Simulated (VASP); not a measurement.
# TaSi2 (C2) in VASP: single point with PBE

Aim: the single point of TaSi2 with PBE.

Everything below comes from runs of VASP 6.6.1. Logs are shortened: lines on timing, memory, paths and dates and some standing lists are left out, and cuts for length are marked.

### 1 The cell of the first run

The structure is monoclinic, space group C2 (No. 5). Conventional cell: a = 8.324 Å, b = 4.806 Å, c = 6.600 Å, α = 90.00°, β = 90.00°, γ = 90.00°. Within 3.1 Å of Ta (site symmetry 2) lie 8 Si at 2.20 to 2.98 Å and 2 Ta at 3.08 Å. Within 3.6 Å of Ta (site symmetry 1) lie 10 Si at 2.62 to 2.84 Å and 4 Ta at 3.08 to 3.55 Å. Within 3.0 Å of Si (site symmetry 1) lie 4 Ta at 2.20 to 2.91 Å and 5 Si at 2.57 to 2.84 Å. Within 3.4 Å of Si (site symmetry 1) lie 9 Si at 2.57 to 3.34 Å and 5 Ta at 2.62 to 2.98 Å. Si (site symmetry 1) has 5 Ta at 2.38 to 2.84 Å and 7 Si at 2.57 to 3.18 Å within 3.2 Å.

### 2 Single point, PBE (atom 1 (Ta) moved by -0.648 Å along [1 0 0] and +0.000 Å along [0 0 1])

Input file INCAR:

```
PREC     = Accurate       # precision mode
ENCUT    = 520            # plane-wave cutoff, eV
EDIFF    = 1E-6           # SCF threshold, eV
ISMEAR   = 0              # smearing method
SIGMA    = 0.15           # smearing width, eV
LREAL    = F              # projectors in reciprocal space
LASPH    = T              # aspherical terms in the spheres
NELM     = 100            # most SCF steps
ALGO     = Normal         # electronic algorithm
ISIF     = 2              # what is computed and relaxed
LWAVE    = F              # write WAVECAR
LCHARG   = F              # write CHGCAR
GGA      = PE             # functional
NBANDS   = 38             # bands
```

Input file KPOINTS:

```
regular mesh
0
Gamma
  9 9 6
```

Input file POSCAR:

```
TaSi2
1.0
    4.8060235202      0.0000000000      0.0000000000
   -2.4030117601      4.1621384597      0.0000000000
    0.0000000000      0.0000000000      6.5995345254
Ta Si
3 6
Direct
    0.3651691992      0.0000000000      0.0000000000
    0.5000000000      0.5000000000      0.6666666667
    0.0000000000      0.5000000000      0.3333333333
    0.1589152396      0.3178304793      0.0000000000
    0.8410847604      0.1589152396      0.6666666667
    0.6821695207      0.8410847604      0.3333333333
    0.8410847604      0.6821695207      0.0000000000
    0.1589152396      0.8410847604      0.6666666667
    0.3178304793      0.1589152396      0.3333333333
```

Potentials or basis: VASP PAW PBE potentials, release 64 (Ta_pv, Si).

Command:

```console
> cat potpaw_PBE.64/Ta_pv/POTCAR potpaw_PBE.64/Si/POTCAR > POTCAR
> mpirun -np 1 vasp_std > vasp.out
```

OUTCAR:

```text
PREC = Accurate
   ENCUT = 520
   EDIFF = 1E-6
   ISMEAR = 0
   LREAL = F
   LASPH = T
   NELM = 100
   ISIF = 2
   GGA = PE

 ion  position               nearest neighbor table
   1  0.365  0.000  0.000-   7 2.20   4 2.20   9 2.38   8 2.38   4 2.91   7 2.91   6 2.98   5 2.98
                             2 3.08   3 3.08   4 3.33   7 3.33   2 3.55   3 3.55
   2  0.500  0.500  0.667-   4 2.62   7 2.62   6 2.62   9 2.62   8 2.74   5 2.74   8 2.74   5 2.74
                             8 2.84   5 2.84   1 3.08   3 3.26   3 3.26   1 3.55
   3  0.000  0.500  0.333-   4 2.62   7 2.62   5 2.62   8 2.62   9 2.74   6 2.74   9 2.74   6 2.74
                             6 2.84   9 2.84   1 3.08   2 3.26   2 3.26   1 3.55
   4  0.159  0.318  0.000-   1 2.20   5 2.57   9 2.57   3 2.62   2 2.62   7 2.65   7 2.84   7 2.84
                             1 2.91   1 3.33
   5  0.841  0.159  0.667-   4 2.57   6 2.57   3 2.62   8 2.65   2 2.74   2 2.74   2 2.84   8 2.84
                             8 2.84   1 2.98
   6  0.682  0.841  0.333-   7 2.57   5 2.57   2 2.62   9 2.65   3 2.74   3 2.74   3 2.84   9 2.84
                             9 2.84   1 2.98
   7  0.841  0.682  0.000-   1 2.20   8 2.57   6 2.57   3 2.62   2 2.62   4 2.65   4 2.84   4 2.84
                             1 2.91   1 3.33
   8  0.159  0.841  0.667-   1 2.38   7 2.57   9 2.57   3 2.62   5 2.65   2 2.74   2 2.74   2 2.84
                             5 2.84   5 2.84
   9  0.318  0.159  0.333-   1 2.38   4 2.57   8 2.57   2 2.62   6 2.65   3 2.74   3 2.74   3 2.84
                             6 2.84   6 2.84

  LATTYP: Found a hexagonal cell.
 ALAT       =     4.8060235202
 C/A-ratio  =     1.3731798227

  Lattice vectors:

 A1 = (   4.8060235202,   0.0000000000,   0.0000000000)
 A2 = (  -2.4030117601,   4.1621384597,   0.0000000000)
 A3 = (   0.0000000000,   0.0000000000,   6.5995345254)

Analysis of symmetry for initial positions (statically):
=====================================================================
 Subroutine PRICEL returns:
 Original cell was already a primitive cell.

 Routine SETGRP: Setting up the symmetry group for a
 hexagonal supercell.

 Subroutine GETGRP returns: Found  2 space group operations
 (whereof  2 operations were pure point group operations)
 out of a pool of 24 trial point group operations.

The static configuration has the point symmetry C_2 .

Analysis of symmetry for dynamics (positions and initial velocities):
=====================================================================
 Subroutine PRICEL returns:
 Original cell was already a primitive cell.

 Routine SETGRP: Setting up the symmetry group for a
 hexagonal supercell.

 Subroutine GETGRP returns: Found  2 space group operations
 (whereof  2 operations were pure point group operations)
 out of a pool of 24 trial point group operations.

The dynamic configuration has the point symmetry C_2 .

 Subroutine INISYM returns: Found  2 space group operations
 (whereof  2 operations are pure point group operations),
 and found     1 'primitive' translations

----------------------------------------------------------------------------------------

                                     Primitive cell

  volume of cell :     132.0127

  direct lattice vectors                    reciprocal lattice vectors
     4.806023520  0.000000000  0.000000000     0.208072223  0.120130554  0.000000000
    -2.403011760  4.162138460  0.000000000     0.000000000  0.240261108  0.000000000
     0.000000000  0.000000000  6.599534525     0.000000000  0.000000000  0.151525838

  length of vectors
     4.806023520  4.806023520  6.599534525     0.240261108  0.240261108  0.151525838

  position of ions in fractional coordinates (direct lattice)
     0.365169199  0.000000000  0.000000000
     0.500000000  0.500000000  0.666666667
     1.000000000  0.500000000  0.333333333
     0.158915240  0.317830479  0.000000000
     0.841084760  0.158915240  0.666666667
     0.682169521  0.841084760  0.333333333
     0.841084760  0.682169521  0.000000000
     0.158915240  0.841084760  0.666666667
     0.317830479  0.158915240  0.333333333

  ion indices of the primitive-cell ions
   primitive index   ion index
                 1           1
                 2           2
                 3           3
                 4           4
                 5           5
                 6           6
                 7           7
                 8           8
                 9           9

----------------------------------------------------------------------------------------

 KPOINTS: regular mesh

Automatic generation of k-mesh.
 Grid dimensions read from file:
 generate k-points for:    9    9    6

 Generating k-lattice:

  Cartesian coordinates                     Fractional coordinates (reciprocal lattice)
     0.023119136  0.013347839  0.000000000     0.111111111  0.000000000  0.000000000
     0.000000000  0.026695679  0.000000000     0.000000000  0.111111111  0.000000000
     0.000000000  0.000000000  0.025254306     0.000000000  0.000000000  0.166666667

  Length of vectors
     0.026695679  0.026695679  0.025254306

  Shift w.r.t. Gamma in fractional coordinates (k-lattice)
     0.000000000  0.000000000  0.000000000

 Subroutine IBZKPT returns following result:
 ===========================================

 Found    140 irreducible k-points:

 Following reciprocal coordinates:
            Coordinates               Weight
  0.000000  0.000000  0.000000      1.000000
  0.111111  0.000000  0.000000      4.000000
  0.000000  0.111111  0.000000      2.000000
  0.222222 -0.000000  0.000000      4.000000
  0.000000  0.222222  0.000000      2.000000
  0.333333 -0.000000  0.000000      4.000000
[... 16 lines left out ...]
 -0.222222 -0.444444  0.000000      4.000000
  0.444444  0.333333  0.000000      4.000000
 [... further k-points ...]
   k-points           NKPTS =    140   k-points in BZ     NKDIM =    140   number of bands    NBANDS=     38
   number of dos      NEDOS =    301   number of ions     NIONS =      9
   total plane-waves  NPLWV =  64800
   dimension x,y,z NGX =    36 NGY =   36 NGZ =   50
   dimension x,y,z NGXF=    72 NGYF=   72 NGZF=  100
   ions per type =               3   6
   NGX,Y,Z   is equivalent  to a cutoff of  12.45, 12.45, 12.60 a.u.
   NGXF,Y,Z  is equivalent  to a cutoff of  24.91, 24.91, 25.19 a.u.
 SYSTEM =  unknown system
   PREC   = accura    normal or accurate (medium, high low for compatibility)
   ISTART =      0    job   : 0-new  1-cont  2-samecut
   ICHARG =      2    charge: 1-file 2-atom 10-const
   ISPIN  =      1    spin polarized calculation?
   LNONCOLLINEAR =      F non collinear calculations
   LSORBIT =      F    spin-orbit coupling
   LASPH  =      T    aspherical Exc in radial PAW
   ENCUT  =  520.0 eV  38.22 Ry    6.18 a.u.   8.94  8.94 12.27*2*pi/ulx,y,z
   NELM   =    100;   NELMIN=  2; NELMDL= -5     # of ELM steps
   EDIFF  = 0.1E-05   stopping-criterion for ELM
   LREAL  =      F    real-space projection
[... 7 lines left out ...]
   TEBEG  =    0.0;   TEEND  =   0.0 temperature during run
   PSTRESS=    0.0 pullay stress
   NELECT =      57.0000    total number of electrons
   NUPDOWN=      -1.0000    fix difference up-down
   EMIN   =  10.00;   EMAX   =-10.00  energy-range for DOS
   EFERMI =   0.00;   METHOD = LEGACY
   ISMEAR =     0;   SIGMA  =   0.15  broadening in eV -4-tet -1-fermi 0-gaus
   EFERMI_NEDOS =   21; number of points for ismear=-14 and -15
   IALGO  =     38    algorithm
   IMIX   =      4    mixing-type and parameters
     AMIX     =   0.40;   BMIX     =  1.00
     AMIX_MAG =   1.60;   BMIX_MAG =  1.00
  volume/ion in A,a.u.               =      14.67        98.99
  Fermi-wavevector in a.u.,A,eV,Ry     =   1.237356  2.338263 20.831186  1.531049
  Thomas-Fermi vector in A             =   2.371926
   LORBIT       =      0    0 simple, 1 ext, 2 COOP (PROOUT), +10 PAW based schemes
   GGA     = PE    functional components
   LHFCALC =     F    Hartree Fock is set to
   AEXX    =    0.0000 exact exchange contribution
   IVDW    =     0    specifies the selected vdW correction
   LEPSILON=     F    determine dielectric tensor
   LRPA    =     F    only Hartree local field effects (RPA)
 non-spin polarized calculation
 Gauss-broadening in eV      SIGMA  =   0.15
  energy-cutoff  :      520.00
  volume of cell :      132.01
 maximum number of plane-waves:      3577
   NGX = 17   NGY = 17   NGZ = 25

 number of electron      57.0000005 magnetization

 Free energy of the ion-electron system (eV)
  ---------------------------------------------------
  ext. energy  EPLUGINS =         0.00000000
  ---------------------------------------------------
  free energy    TOTEN  =       -68.06212570 eV

  energy without entropy =      -68.02771382  energy(sigma->0) =      -68.04491976

 E-fermi :   9.1707     XC(G=0): -11.9677

 val. band max:        9.1525866607   @ k =   0.2222   0.2222   0.0000
 cond. band min:       9.1717391357   @ k =  -0.4444   0.3333   0.3333
 fundamental gap:      0.0191524751
 Fermi energy:         9.1707403049

 k-point     1 :       0.0000    0.0000    0.0000
  band No.  band energies     occupation
      1     -25.2811      2.00000
      2     -25.2693      2.00000
      3     -25.2262      2.00000
      4     -25.1662      2.00000
      5     -25.1592      2.00000
      6     -25.1233      2.00000
[... 30 lines left out ...]
     37      13.1010      0.00000
     38      13.4255      0.00000

 k-point     2 :       0.1111    0.0000    0.0000
  band No.  band energies     occupation
      1     -25.2841      2.00000
      2     -25.2741      2.00000
      3     -25.2211      2.00000
      4     -25.1645      2.00000
      5     -25.1601      2.00000
      6     -25.1236      2.00000
[... 30 lines left out ...]
     37      12.8603      0.00000
     38      13.4166      0.00000

 k-point     3 :       0.0000    0.1111    0.0000
  band No.  band energies     occupation
      1     -25.2869      2.00000
      2     -25.2690      2.00000
      3     -25.2211      2.00000
      4     -25.1677      2.00000
      5     -25.1594      2.00000
      6     -25.1242      2.00000
[... 30 lines left out ...]
     37      13.0531      0.00000
     38      13.1053      0.00000

 k-point     4 :       0.2222   -0.0000    0.0000
  band No.  band energies     occupation
      1     -25.2928      2.00000
      2     -25.2815      2.00000
      3     -25.2118      2.00000
      4     -25.1654      2.00000
      5     -25.1574      2.00000
      6     -25.1250      2.00000
[... 30 lines left out ...]
     37      13.0658      0.00000
     38      13.4265      0.00000
[... 703 lines left out ...]
      4     -25.1800      2.00000
      5     -25.1460      2.00000
      6     -25.1351      2.00000
[... 30 lines left out ...]
     37      12.6691      0.00000
     38      12.8434      0.00000

 k-point    23 :      -0.2222   -0.4444    0.0000
  band No.  band energies     occupation
      1     -25.3112      2.00000
      2     -25.2796      2.00000
      3     -25.1910      2.00000
      4     -25.1837      2.00000
      5     -25.1524      2.00000
      6     -25.1346      2.00000
[... 30 lines left out ...]
     37      12.6712      0.00000
     38      12.8262      0.00000

 k-point    24 :       0.4444    0.3333    0.0000
  band No.  band energies     occupation
      1     -25.3092      2.00000
      2     -25.2893      2.00000
      3     -25.1952      2.00000
      4     -25.1790      2.00000
      5     -25.1418      2.00000
      6     -25.1349      2.00000
[... 30 lines left out ...]
     37      12.7864      0.00000
     38      12.8877      0.00000

 [... further k-points ...]

------------------------ aborting loop because EDIFF is reached ----------------------------------------

  FORCE on cell =-STRESS in cart. coord.  units (eV):
  Direction    XX          YY          ZZ          XY          YZ          ZX
  --------------------------------------------------------------------------------------
  -------------------------------------------------------------------------------------
  Total       17.1751876      8.0806348      8.6373466      0.0000000      3.6669597      0.0000000
  in kB      208.4473373     98.0709405    104.8274950      0.0000000     44.5042004      0.0000000
  external PRESSURE =     137.1152576 kB  Pullay stress =       0.0000000 kB

 VOLUME and BASIS-vectors are now :
 -----------------------------------------------------------------------------
  energy-cutoff  :      520.00
  volume of cell :      132.01
      direct lattice vectors                 reciprocal lattice vectors
     4.806023520  0.000000000  0.000000000     0.208072223  0.120130554  0.000000000
    -2.403011760  4.162138460  0.000000000     0.000000000  0.240261108  0.000000000
     0.000000000  0.000000000  6.599534525     0.000000000  0.000000000  0.151525838

 POSITION                                       TOTAL-FORCE (eV/Angst)
 -----------------------------------------------------------------------------------
      1.75501      0.00000      0.00000        14.805276      0.000000      0.000000
      1.20151      2.08107      4.39969        -1.237659     -0.435138     -0.189082
     -1.20151      2.08107      2.19984        -1.237659      0.435138      0.189082
     -0.00000      1.32285      0.00000        -4.842424      3.109327      0.231394
      3.66040      0.66143      4.39969        -0.843049     -0.145036      0.499191
      1.25739      3.50071      2.19984        -0.843049      0.145036     -0.499191
      2.40301      2.83928      0.00000        -4.842424     -3.109327     -0.231394
     -1.25739      3.50071      4.39969        -0.479507     -0.697830     -2.046964
      1.14563      0.66143      2.19984        -0.479507      0.697830      2.046964
 -----------------------------------------------------------------------------------
    total drift:                                0.000296      0.000002      0.000000

  FREE ENERGIE OF THE ION-ELECTRON SYSTEM (eV)
  ---------------------------------------------------
  free  energy   TOTEN  =       -68.0621256967 eV

  energy  without entropy=      -68.0277138235  energy(sigma->0) =      -68.04491976
```

Wall time 4.3 min (1 thread of Intel Xeon 6975P-C (Granite Rapids), shared host); peak memory 0.63 GiB.

Results:

```
Free energy            : -68.0621 eV
Pressure               : 13.7 GPa
Largest force          : 14.805 eV/Å
Band gap on the k mesh : zero (an odd number of electrons rules out a gap without spin polarisation)
```

Forces in eV/Å, atoms in the order of the input:
```
Ta  14.805  0.000  0.000
Ta  -1.238 -0.435 -0.189
Ta  -1.238  0.435  0.189
Si  -4.842  3.109  0.231
Si  -0.843 -0.145  0.499
Si  -0.843  0.145 -0.499
Si  -4.842 -3.109 -0.231
Si  -0.480 -0.698 -2.047
Si  -0.480  0.698  2.047
```

Stress tensor (GPa, compression positive):
```
20.84  0.00  0.00
 0.00  9.81  4.45
 0.00  4.45 10.48
```

Caveat: the cell differs from its parent crystal (atom 1 (Ta) moved by -0.648 Å along [1 0 0] and +0.000 Å along [0 0 1]); the cell stands under pressure; spin-orbit coupling is left out, which moves the levels of the heavy elements; forces of over 1 eV/Å act on the atoms, so gaps and moduli don't describe the material at rest.
